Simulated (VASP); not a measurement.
# Li2RuN2 (P-3m1) in VASP: further runs

The runs below take Li2RuN2 through single point, relaxation of cell and atoms, with PBEsol.

Program: VASP 6.6.1. These are calculated values, not measurements. Logs are shortened: lines on timing, memory, paths and dates and some standing lists are left out, and cuts for length are marked.

## (1) The cell of the first run

It takes space group P-3m1 (No. 164, trigonal). The conventional cell has a = 3.108 Å, b = 3.108 Å, c = 5.177 Å, α = 90.00°, β = 90.00°, γ = 120.00°. Li (site symmetry 3m) has 4 N at 1.95 to 2.22 Å and 3 Li at 2.31 Å and 3 Ru at 2.58 Å within 2.6 Å. Ru (site symmetry -3m) has 6 N at 2.10 Å and 6 Li at 2.58 Å within 2.8 Å. Within 2.6 Å of N (site symmetry 3m) lie 4 Li at 1.95 to 2.22 Å and 3 Ru at 2.10 Å.

## (2) Single point, PBEsol

File INCAR:

```
SYSTEM = Li2RuN2
  ALGO = Normal
  EDIFF = 1E-6
  ENCUT = 520
  GGA = PS
  ISIF = 2
  ISMEAR = -1
  LASPH = .True.
  LCHARG = .False.
  LREAL = .False.
  LWAVE = .False.
  NBANDS = 23
  NELM = 60
  PREC = Accurate
  SIGMA = 0.05
```

File KPOINTS:

```
k-points
0
Gamma
  8 8 4
  0 0 0
```

File POSCAR:

```
Li2RuN2
1.0
    3.1079889470      0.0000000000      0.0000000000
   -1.5539944735      2.6915973827      0.0000000000
    0.0000000000      0.0000000000      5.1772466642
Li Ru N
2 1 2
Direct
    0.6666666667      0.3333333333      0.3592095875
    0.3333333333      0.6666666667      0.6407904125
    0.0000000000      0.0000000000      0.0000000000
    0.6666666667      0.3333333333      0.7884982835
    0.3333333333      0.6666666667      0.2115017165
```

Potentials or basis: VASP PAW PBE potentials, release 64 (Li_sv, Ru_pv, N).

Launch:

```console
> cat potpaw_PBE.64/Li_sv/POTCAR potpaw_PBE.64/Ru_pv/POTCAR potpaw_PBE.64/N/POTCAR > POTCAR
> mpirun -np 1 vasp_std > vasp.out
```

OUTCAR:

```text
SYSTEM = Li2RuN2
   EDIFF = 1E-6
   ENCUT = 520
   GGA = PS
   ISIF = 2
   ISMEAR = -1
   LASPH = .True.
   LREAL = .False.
   NELM = 60
   PREC = Accurate

 ion  position               nearest neighbor table
   1  0.667  0.333  0.359-   5 1.95   5 1.95   5 1.95   2 2.31   2 2.31   2 2.31   3 2.58   3 2.58
                             3 2.58
   2  0.333  0.667  0.641-   4 1.95   4 1.95   4 1.95   1 2.31   1 2.31   1 2.31   3 2.58   3 2.58
                             3 2.58
   3  0.000  0.000  0.000-   4 2.10   5 2.10   5 2.10   4 2.10   4 2.10   5 2.10   1 2.58   2 2.58
                             2 2.58   1 2.58   2 2.58   1 2.58
   4  0.667  0.333  0.788-   2 1.95   2 1.95   2 1.95   3 2.10   3 2.10   3 2.10
   5  0.333  0.667  0.212-   1 1.95   1 1.95   1 1.95   3 2.10   3 2.10   3 2.10

  LATTYP: Found a hexagonal cell.
 ALAT       =     3.1079889470
 C/A-ratio  =     1.6657867040

  Lattice vectors:

 A1 = (   3.1079889470,   0.0000000000,   0.0000000000)
 A2 = (  -1.5539944735,   2.6915973827,   0.0000000000)
 A3 = (   0.0000000000,   0.0000000000,   5.1772466642)

Analysis of symmetry for initial positions (statically):
=====================================================================
 Subroutine PRICEL returns:
 Original cell was already a primitive cell.

 Routine SETGRP: Setting up the symmetry group for a
 hexagonal supercell.

 Subroutine GETGRP returns: Found 12 space group operations
 (whereof 12 operations were pure point group operations)
 out of a pool of 24 trial point group operations.

The static configuration has the point symmetry D_3d.

Analysis of symmetry for dynamics (positions and initial velocities):
=====================================================================
 Subroutine PRICEL returns:
 Original cell was already a primitive cell.

 Routine SETGRP: Setting up the symmetry group for a
 hexagonal supercell.

 Subroutine GETGRP returns: Found 12 space group operations
 (whereof 12 operations were pure point group operations)
 out of a pool of 24 trial point group operations.

The dynamic configuration has the point symmetry D_3d.

 Subroutine INISYM returns: Found 12 space group operations
 (whereof 12 operations are pure point group operations),
 and found     1 'primitive' translations

----------------------------------------------------------------------------------------

                                     Primitive cell

  volume of cell :      43.3100

  direct lattice vectors                    reciprocal lattice vectors
     3.107988947  0.000000000  0.000000000     0.321751466  0.185763296  0.000000000
    -1.553994473  2.691597383  0.000000000     0.000000000  0.371526591  0.000000000
     0.000000000  0.000000000  5.177246664     0.000000000  0.000000000  0.193152860

  length of vectors
     3.107988947  3.107988947  5.177246664     0.371526591  0.371526591  0.193152860

  position of ions in fractional coordinates (direct lattice)
     0.666666667  0.333333333  0.359209587
     0.333333333  0.666666667  0.640790413
     0.000000000  0.000000000  0.000000000
     0.666666667  0.333333333  0.788498283
     0.333333333  0.666666667  0.211501717

  ion indices of the primitive-cell ions
   primitive index   ion index
                 1           1
                 2           2
                 3           3
                 4           4
                 5           5

----------------------------------------------------------------------------------------

 KPOINTS: k-points

Automatic generation of k-mesh.
 Grid dimensions read from file:
 generate k-points for:    8    8    4

 Generating k-lattice:

  Cartesian coordinates                     Fractional coordinates (reciprocal lattice)
     0.040218933  0.023220412  0.000000000     0.125000000 -0.000000000  0.000000000
     0.000000000  0.046440824  0.000000000     0.000000000  0.125000000  0.000000000
     0.000000000  0.000000000  0.048288215     0.000000000  0.000000000  0.250000000

  Length of vectors
     0.046440824  0.046440824  0.048288215

  Shift w.r.t. Gamma in fractional coordinates (k-lattice)
     0.000000000  0.000000000  0.000000000

 Subroutine IBZKPT returns following result:
 ===========================================

 Found     35 irreducible k-points:

 Following reciprocal coordinates:
            Coordinates               Weight
  0.000000  0.000000  0.000000      1.000000
  0.125000  0.000000  0.000000      6.000000
  0.250000  0.000000  0.000000      6.000000
  0.375000  0.000000  0.000000      6.000000
  0.500000  0.000000  0.000000      3.000000
  0.125000  0.125000  0.000000      6.000000
[... 16 lines left out ...]
 -0.125000  0.500000  0.250000     12.000000
  0.250000  0.250000  0.250000     12.000000
 [... further k-points ...]
   k-points           NKPTS =     35   k-points in BZ     NKDIM =     35   number of bands    NBANDS=     23
   number of dos      NEDOS =    301   number of ions     NIONS =      5
   total plane-waves  NPLWV =  23040
   dimension x,y,z NGX =    24 NGY =   24 NGZ =   40
   dimension x,y,z NGXF=    48 NGYF=   48 NGZF=   80
   ions per type =               2   1   2
   NGX,Y,Z   is equivalent  to a cutoff of  12.84, 12.84, 12.84 a.u.
   NGXF,Y,Z  is equivalent  to a cutoff of  25.68, 25.68, 25.69 a.u.
 SYSTEM =  Li2RuN2
   PREC   = accura    normal or accurate (medium, high low for compatibility)
   ISTART =      0    job   : 0-new  1-cont  2-samecut
   ICHARG =      2    charge: 1-file 2-atom 10-const
   ISPIN  =      1    spin polarized calculation?
   LNONCOLLINEAR =      F non collinear calculations
   LSORBIT =      F    spin-orbit coupling
   LASPH  =      T    aspherical Exc in radial PAW
   ENCUT  =  520.0 eV  38.22 Ry    6.18 a.u.   5.78  5.78  9.63*2*pi/ulx,y,z
   NELM   =     60;   NELMIN=  2; NELMDL= -5     # of ELM steps
   EDIFF  = 0.1E-05   stopping-criterion for ELM
   LREAL  =      F    real-space projection
   EDIFFG = 0.1E-04   stopping-criterion for IOM
   NSW    =      0    number of steps for IOM
   IBRION =     -1    ionic relax: 0-MD 1-quasi-New 2-CG
   NFREE  =      0    steps in history (QN), initial steepest desc. (CG)
   ISIF   =      2    stress and relaxation
   ISYM   =      2    0-nonsym 1-usesym 2-fastsym
   POTIM  = 0.5000    time-step for ionic-motion
   TEBEG  =    0.0;   TEEND  =   0.0 temperature during run
   PSTRESS=    0.0 pullay stress
   NELECT =      30.0000    total number of electrons
   NUPDOWN=      -1.0000    fix difference up-down
   EMIN   =  10.00;   EMAX   =-10.00  energy-range for DOS
   EFERMI =   0.00;   METHOD = LEGACY
   ISMEAR =    -1;   SIGMA  =   0.05  broadening in eV -4-tet -1-fermi 0-gaus
   EFERMI_NEDOS =   21; number of points for ismear=-14 and -15
   IALGO  =     38    algorithm
   IMIX   =      4    mixing-type and parameters
     AMIX     =   0.40;   BMIX     =  1.00
     AMIX_MAG =   1.60;   BMIX_MAG =  1.00
  volume/ion in A,a.u.               =       8.66        58.45
  Fermi-wavevector in a.u.,A,eV,Ry     =   1.448502  2.737272 28.547175  2.098158
  Thomas-Fermi vector in A             =   2.566336
   LORBIT       =      0    0 simple, 1 ext, 2 COOP (PROOUT), +10 PAW based schemes
   GGA     = PS    functional components
   LHFCALC =     F    Hartree Fock is set to
   AEXX    =    0.0000 exact exchange contribution
   IVDW    =     0    specifies the selected vdW correction
   LEPSILON=     F    determine dielectric tensor
   LRPA    =     F    only Hartree local field effects (RPA)
 non-spin polarized calculation
  energy-cutoff  :      520.00
  volume of cell :       43.31
 maximum number of plane-waves:      1184
 NGX is ok and might be reduce to    24
   NGX = 11   NGY = 11   NGZ = 19

 number of electron      29.9999984 magnetization

 Free energy of the ion-electron system (eV)
  ---------------------------------------------------
  ext. energy  EPLUGINS =         0.00000000
  ---------------------------------------------------
  free energy    TOTEN  =       -32.15666268 eV

  energy without entropy =      -32.12223224  energy(sigma->0) =      -32.13944746

 E-fermi :   7.5235     XC(G=0): -11.9359

 val. band max:        7.5199203690   @ k =   0.2500   0.1250   0.2500
 cond. band min:       7.5463171239   @ k =   0.5000   0.0000   0.5000
 fundamental gap:      0.0263967550
 Fermi energy:         7.5235115277

 k-point     1 :       0.0000    0.0000    0.0000
  band No.  band energies     occupation
      1     -37.1312      2.00000
      2     -36.9779      2.00000
      3     -35.8430      2.00000
      4     -35.7065      2.00000
      5     -35.7065      2.00000
      6      -8.3052      2.00000
[... 15 lines left out ...]
     22      17.4941      0.00000
     23      18.8322      0.00000

 k-point     2 :       0.1250    0.0000    0.0000
  band No.  band energies     occupation
      1     -37.1240      2.00000
      2     -36.9786      2.00000
      3     -35.8406      2.00000
      4     -35.7383      2.00000
      5     -35.7142      2.00000
      6      -8.1017      2.00000
[... 15 lines left out ...]
     22      17.4943      0.00000
     23      18.7865      0.00000

 k-point     3 :       0.2500    0.0000    0.0000
  band No.  band energies     occupation
      1     -37.1041      2.00000
      2     -36.9825      2.00000
      3     -35.8354      2.00000
      4     -35.8132      2.00000
      5     -35.7326      2.00000
      6      -7.5949      2.00000
[... 15 lines left out ...]
     22      17.5399      0.00000
     23      18.5160      0.00000
[... 495 lines left out ...]
 k-point    23 :      -0.1250    0.5000    0.2500
  band No.  band energies     occupation
      1     -37.0629      2.00000
      2     -37.0018      2.00000
      3     -35.9036      2.00000
      4     -35.8247      2.00000
      5     -35.7756      2.00000
      6      -7.0823      2.00000
[... 15 lines left out ...]
     22      17.4919      0.00000
     23      18.7002      0.00000

 k-point    24 :       0.2500    0.2500    0.2500
  band No.  band energies     occupation
      1     -37.0608      2.00000
      2     -37.0037      2.00000
      3     -35.8798      2.00000
      4     -35.8260      2.00000
      5     -35.7987      2.00000
      6      -6.8258      2.00000
[... 15 lines left out ...]
     22      17.4904      0.00000
     23      19.1549      0.00000

 [... further k-points ...]
[... 5 lines left out ...]
  --------------------------------------------------------------------------------------
  -------------------------------------------------------------------------------------
  Total        0.1070338      0.1070338      0.0573189      0.0000000      0.0000000      0.0000000
  in kB        3.9595247      3.9595247      2.1204091      0.0000000      0.0000000      0.0000000
  external PRESSURE =       3.3464862 kB  Pullay stress =       0.0000000 kB

 VOLUME and BASIS-vectors are now :
 -----------------------------------------------------------------------------
  energy-cutoff  :      520.00
  volume of cell :       43.31
      direct lattice vectors                 reciprocal lattice vectors
     3.107988947  0.000000000  0.000000000     0.321751466  0.185763296  0.000000000
    -1.553994473  2.691597383  0.000000000     0.000000000  0.371526591  0.000000000
     0.000000000  0.000000000  5.177246664     0.000000000  0.000000000  0.193152860

 POSITION                                       TOTAL-FORCE (eV/Angst)
 -----------------------------------------------------------------------------------
      1.55399      0.89720      1.85972        -0.000000      0.000000      0.029953
     -0.00000      1.79440      3.31753         0.000000      0.000000     -0.029953
      0.00000      0.00000      0.00000         0.000000      0.000000      0.000000
      1.55399      0.89720      4.08225         0.000000      0.000000      0.025938
     -0.00000      1.79440      1.09500        -0.000000     -0.000000     -0.025938
 -----------------------------------------------------------------------------------
    total drift:                               -0.000000      0.000000     -0.000000

  FREE ENERGIE OF THE ION-ELECTRON SYSTEM (eV)
  ---------------------------------------------------
  free  energy   TOTEN  =       -32.1566626770 eV

  energy  without entropy=      -32.1222322421  energy(sigma->0) =      -32.13944746
```

Run time: 40 s. Hardware: 1 thread of Intel Xeon Platinum 8259CL at 2.50GHz (Skylake/Cascade Lake), shared host; peak memory 0.18 GiB.

What came out:

* Free energy: -32.1567 eV
* Largest force: 0.030 eV/Å
* Band gap on the k mesh: zero (band 15 reaches 7.56 eV, above the bottom of band 16 at 7.12 eV)

Forces on the atoms (eV/Å):
```
Li   0.000  0.000  0.030
Li   0.000  0.000 -0.030
Ru   0.000  0.000  0.000
N    0.000  0.000  0.026
N    0.000  0.000 -0.026
```

Caveat: the cutoff is under 1.25 times the usual one of these potentials, so pressure, stress and relaxed cells hold a basis-set (Pulay) error; the PAW data sets were made with another functional, which shifts forces and pressure a little.

## (3) Relaxation of cell and atoms, PBEsol

This run uses another cell than the first one, of 9.04 Å³/atom, 1.043 times its volume.

File INCAR:

```
ALGO = Normal
EDIFF = 1E-6
EDIFFG = -0.01
ENCUT = 600
GGA = PS
IBRION = 2
ISIF = 3
ISMEAR = -1
LASPH = T
LCHARG = F
LREAL = F
LWAVE = F
NELM = 60
NSW = 50
PREC = Accurate
SIGMA = 0.05
```

File KPOINTS:

```
k-points
0
Gamma
  8 8 4
```

File POSCAR:

```
Li2RuN2
1.0
    3.1642330000      0.0000000000      0.0000000000
   -1.5821165000      2.7403061615      0.0000000000
    0.0000000000      0.0000000000      5.2114500000
Li Ru N
2 1 2
Direct
    0.6666666667      0.3333333333      0.3601800000
    0.3333333333      0.6666666667      0.6398200000
    0.0000000000      0.0000000000      0.0000000000
    0.6666666667      0.3333333333      0.7869890000
    0.3333333333      0.6666666667      0.2130110000
```

Potentials or basis: VASP PAW PBE potentials, release 64 (Li_sv, Ru_pv, N).

Launch:

```console
> cat potpaw_PBE.64/Li_sv/POTCAR potpaw_PBE.64/Ru_pv/POTCAR potpaw_PBE.64/N/POTCAR > POTCAR
> mpirun -np 1 vasp_std > vasp.out
```

OUTCAR:

```text
EDIFF = 1E-6
   EDIFFG = -0.01
   ENCUT = 600
   GGA = PS
   IBRION = 2
   ISIF = 3
   ISMEAR = -1
   LASPH = T
   LREAL = F
   NELM = 60
   NSW = 50
   PREC = Accurate

 ion  position               nearest neighbor table
   1  0.667  0.333  0.360-   5 1.98   5 1.98   5 1.98   2 2.34   2 2.34   2 2.34   3 2.62   3 2.62
                             3 2.62
   2  0.333  0.667  0.640-   4 1.98   4 1.98   4 1.98   1 2.34   1 2.34   1 2.34   3 2.62   3 2.62
                             3 2.62
   3  0.000  0.000  0.000-   4 2.14   5 2.14   4 2.14   5 2.14   4 2.14   5 2.14   1 2.62   2 2.62
                             2 2.62   1 2.62   1 2.62   2 2.62
   4  0.667  0.333  0.787-   2 1.98   2 1.98   2 1.98   3 2.14   3 2.14   3 2.14
   5  0.333  0.667  0.213-   1 1.98   1 1.98   1 1.98   3 2.14   3 2.14   3 2.14

  LATTYP: Found a hexagonal cell.
 ALAT       =     3.1642330000
 C/A-ratio  =     1.6469868053

[... 464 lines left out ...]
  ext. energy  EPLUGINS =         0.00000000
  ---------------------------------------------------
  free energy    TOTEN  =       -32.16856865 eV

  energy without entropy =      -32.13370655  energy(sigma->0) =      -32.15113760

 E-fermi :   7.5275     XC(G=0): -11.9413

 val. band max:        7.5036478573   @ k =   0.3750   0.2500   0.2500
 cond. band min:       7.5290253358   @ k =   0.2500   0.1250   0.2500
 fundamental gap:      0.0253774785
 Fermi energy:         7.5274895046

 k-point     1 :       0.0000    0.0000    0.0000
  band No.  band energies     occupation
      1     -37.1282      2.00000
      2     -36.9709      2.00000
      3     -35.8311      2.00000
      4     -35.6992      2.00000
      5     -35.6992      2.00000
      6      -8.3019      2.00000
[... 505 lines left out ...]
      6      -6.8193      2.00000
[... 11 lines left out ...]
     18      10.7625      0.00000
     19      13.2096      0.00000

 [... further k-points ...]
[... 5 lines left out ...]
  --------------------------------------------------------------------------------------
  -------------------------------------------------------------------------------------
  Total        0.0073964      0.0073964      0.0258720     -0.0000000     -0.0000000      0.0000000
  in kB        0.2737923      0.2737923      0.9577014     -0.0000000     -0.0000000      0.0000000
  external PRESSURE =       0.5017620 kB  Pullay stress =       0.0000000 kB
[... 20 lines left out ...]
  FREE ENERGIE OF THE ION-ELECTRON SYSTEM (eV)
  ---------------------------------------------------
  free  energy   TOTEN  =       -32.1685686470 eV

  energy  without entropy=      -32.1337065522  energy(sigma->0) =      -32.15113760

 reached required accuracy - stopping structural energy minimisation
```

OSZICAR:

```text
N       E                     dE             d eps       ncg     rms          rms(c)
DAV:   1     0.276612655971E+03    0.27661E+03   -0.17835E+04  1330   0.190E+03
[... 69 lines left out ...]
       N       E                     dE             d eps       ncg     rms          rms(c)
DAV:   1    -0.321691044268E+02   -0.64141E-03   -0.26081E-02  1330   0.159E+00    0.202E-01
DAV:   2    -0.321688081050E+02    0.29632E-03   -0.40751E-03  1360   0.619E-01    0.114E-01
DAV:   3    -0.321685835169E+02    0.22459E-03   -0.10478E-03  1380   0.296E-01    0.466E-02
DAV:   4    -0.321685682371E+02    0.15280E-04   -0.19894E-04  1537   0.115E-01    0.186E-02
DAV:   5    -0.321685680001E+02    0.23701E-06   -0.14880E-05  1581   0.274E-02    0.103E-02
DAV:   6    -0.321685686470E+02   -0.64691E-06   -0.22047E-06  1188   0.111E-02
   8 F= -.32168569E+02 E0= -.32151138E+02  d E =-.207028E-03
```

Wall time 3.3 min (1 thread of Intel Xeon Platinum 8259CL at 2.50GHz (Skylake/Cascade Lake), shared host); peak memory 0.22 GiB.

Results:

```
Free energy                            : -32.1686 eV
Relaxed volume                         : 8.66 Å³/atom
Relaxed cell                           : a = 3.111 Å, b = 3.111 Å, c = 5.164 Å, α = 90.00°, β = 90.00°, γ = 120.00°
Space group after relaxing (to 0.05 Å) : P-3m1 (No. 164)
Energy gained by relaxing              : 11.9 meV/atom
Ionic steps                            : 8
Pressure after relaxing                : 0.1 GPa
Largest force after relaxing           : 0.008 eV/Å
Band gap on the k mesh                 : zero (band 15 reaches 7.56 eV, above the bottom of band 16 at 7.14 eV)
```

Forces on the atoms (eV/Å):
```
Li   0.000  0.000  0.008
Li   0.000  0.000 -0.008
Ru   0.000  0.000  0.000
N    0.000  0.000  0.008
N    0.000  0.000 -0.008
```

Step by step:
```
step  energy change (eV)  largest force (eV/Å)  pressure (GPa)  volume (Å³)
   1              0.0000                0.4882           -8.59        45.19
   2             -0.0253                0.4772            7.34        42.09
   3             -0.0589                0.0310           -0.10        43.38
   4             -0.0589                0.0429            0.07        43.34
   5             -0.0591                0.0132           -0.12        43.36
   6             -0.0591                0.0061           -0.27        43.38
   7             -0.0592                0.0069           -0.13        43.33
   8             -0.0593                0.0077            0.05        43.28
```

Final structure:
```
CELL_PARAMETERS angstrom
3.11107 0.00000 0.00000
-1.55554 2.69427 0.00000
0.00000 0.00000 5.16368
ATOMIC_POSITIONS crystal
Li 0.66667 0.33333 0.35992
Li 0.33333 0.66667 0.64008
Ru 0.00000 0.00000 0.00000
N 0.66667 0.33333 0.78861
N 0.33333 0.66667 0.21139
```

Caveat: the cutoff is under 1.25 times the usual one of these potentials, so pressure, stress and relaxed cells hold a basis-set (Pulay) error; the PAW data sets were made with another functional, which shifts forces and pressure a little.
